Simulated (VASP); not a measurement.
Here is a VASP 6.6.1 calculation.

INCAR

```
PREC     = Accurate       # precision mode
ENCUT    = 520            # plane-wave cutoff, eV
EDIFF    = 1E-7           # SCF threshold, eV
ISMEAR   = 0              # smearing method
SIGMA    = 0.05           # smearing width, eV
LREAL    = False          # projectors in reciprocal space
LASPH    = True           # aspherical terms in the spheres
NELM     = 100            # most SCF steps
ALGO     = Normal         # electronic algorithm
ISIF     = 2              # what is computed and relaxed
LWAVE    = False          # write WAVECAR
LCHARG   = True           # write CHGCAR
GGA      = PE             # functional
LELF     = True           # ELF
LVHAR    = True         
NBANDS   = 16             # bands
```

The input KPOINTS:

```
Automatic mesh
0
Gamma
  10 10 10
```

The input POSCAR:

```
InP
1.0
    0.0000000000      2.9800342081      2.8906331819
    2.9800342081      0.0000000000      2.8906331819
    2.9800342081      2.9800342081      0.0000000000
In P
1 1
Direct
    0.0000000000      0.0000000000      0.0000000000
    0.7500000000      0.7500000000      0.7500000000
```

Potentials or basis: VASP PAW PBE potentials, release 64 (In_d, P).

Command:

```sh
$ cat potpaw_PBE.64/In_d/POTCAR potpaw_PBE.64/P/POTCAR > POTCAR
$ mpirun -np 1 vasp_std > vasp.out
```

(1) Estimate the band gap on the k mesh.

(2) What does it give for the pressure?

Results:

(1) 0.51 eV, direct.

(2) 1.9 GPa.

Caveat: the cell differs from its parent crystal (strain -0.0300 x Voigt [0, 0, 1, 0, 0, 0]); spin-orbit coupling is left out, which moves the levels of the heavy elements.
